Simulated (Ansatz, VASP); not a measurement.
# Two plane-wave programs on Pb2O

```xyz
6
Lattice="5.4797 0.0000 0.0000 0.0000 5.4797 0.0000 0.0000 0.0000 5.4797" Properties=species:S:1:pos:R:3 pbc="T T T"
Pb    1.3699    1.3699    1.3699
Pb    4.1097    4.1097    1.3699
Pb    1.3699    4.1097    4.1097
Pb    4.1097    1.3699    4.1097
O     0.0000    0.0000    0.0000
O     2.7398    2.7398    2.7398
```

Alike in both runs: task relaxation of cell and atoms; functional PBE; k mesh 8 × 8 × 8; occupations gaussian, width 0.1 eV; no spin polarisation.

|  | VASP | Ansatz |
| --- | --- | --- |
| version | VASP 6.6.1 | Ansatz 0.2.0 |
| potentials or method | VASP PAW PBE potentials, release 64 (Pb_d, O), cutoff 600 eV | scalar-relativistic, plane waves, PAW |
| valence electrons in the cell | 68 | 68 |

```tsv
	VASP	Ansatz	Ansatz less VASP
gap on the k mesh at the Fermi level, each at its own relaxed structure (eV)	none	none	-
relaxed volume (Å³/atom)	27.35	27.36	+0.014
relaxed length of the cell vector where the two differ most in proportion (Å)	5.475	5.476	+0.0009
```

A gap of «none» marks a metal or a gap that the smearing closes.

Neither program's run includes spin-orbit coupling.
